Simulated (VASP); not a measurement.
## Hf: relaxation of cell and atoms with PBE

The system is Hf.

```
Hf
1.0
     2.98575    0.00000    0.00000
    -1.49288    2.58574    0.00000
     0.00000    0.00000    4.77788
Hf
2
Direct
  0.33333 0.66667 0.25000
  0.66667 0.33333 0.75000
```

```
Program                : VASP 6.6.1
Task                   : relaxation of cell and atoms
Functional             : PBE
Potentials or basis    : VASP PAW PBE potentials, release 64 (Hf_pv)
Cutoff                 : 600 eV
k mesh                 : 15 × 15 × 8
Occupations            : fermi-dirac, width 0.08 eV
Spin                   : no spin polarisation
Target pressure        : 30 GPa
Dipole correction      : no
Further INCAR settings : ALGO = Normal; EDIFF = 1e-06; IBRION = 2; EDIFFG = -0.005; NSW = 32; ISIF = 3
```

```json
{
 "Relaxed volume": "18.40 Å³/atom",
 "Relaxed cell": "a = 2.984 Å, b = 2.984 Å, c = 4.772 Å, α = 90.00°, β = 90.00°, γ = 120.00°",
 "Space group after relaxing (to 0.1 Å)": "P6_3/mmc (No. 194)",
 "Energy change on relaxing (the run minimises the enthalpy)": "+7.6 meV/atom",
 "Ionic steps": "7",
 "Pressure after relaxing": "30.0 GPa",
 "Band gap on the k mesh": "zero (bands 10 and 11 overlap by 1.59 eV)"
}
```

Step by step:
```csv
step,energy change (eV),largest force (eV/Å),pressure (GPa),volume (Å³)
1,0.0000,0.0000,29.53,36.89
2,0.0545,0.0000,31.12,36.60
3,0.0165,0.0000,30.02,36.80
4,0.0161,0.0000,30.03,36.80
5,0.0080,0.0000,29.77,36.84
6,0.0157,0.0000,29.98,36.80
7,0.0153,0.0000,29.99,36.80
```

Final structure:
```
Hf
1.0
     2.98434    0.00000    0.00000
    -1.49217    2.58452    0.00000
     0.00000    0.00000    4.77171
Hf
2
Direct
  0.33333 0.66667 0.25000
  0.66667 0.33333 0.75000
```

Levels at points of the mesh, in eV from the Fermi level:
```csv
k point,band 6,band 7,band 8,band 9,band 10,band 11,band 12,band 13,band 14
"(0.00, 0.00, 0.00)",-29.49,-8.01,-4.40,1.20,1.20,1.42,1.43,2.23,2.23
"(0.00, 0.00, 0.50)",-29.60,-5.69,-5.69,0.03,0.03,1.10,1.10,1.10,1.10
```

Wall time 7.6 min on 1 thread of AMD EPYC 7R13, on a shared host, peak memory 0.19 GiB.

Caveat: the cell is relaxed towards a set pressure, so the run minimises the enthalpy, not the energy; spin-orbit coupling is left out, which moves the levels of the heavy elements.
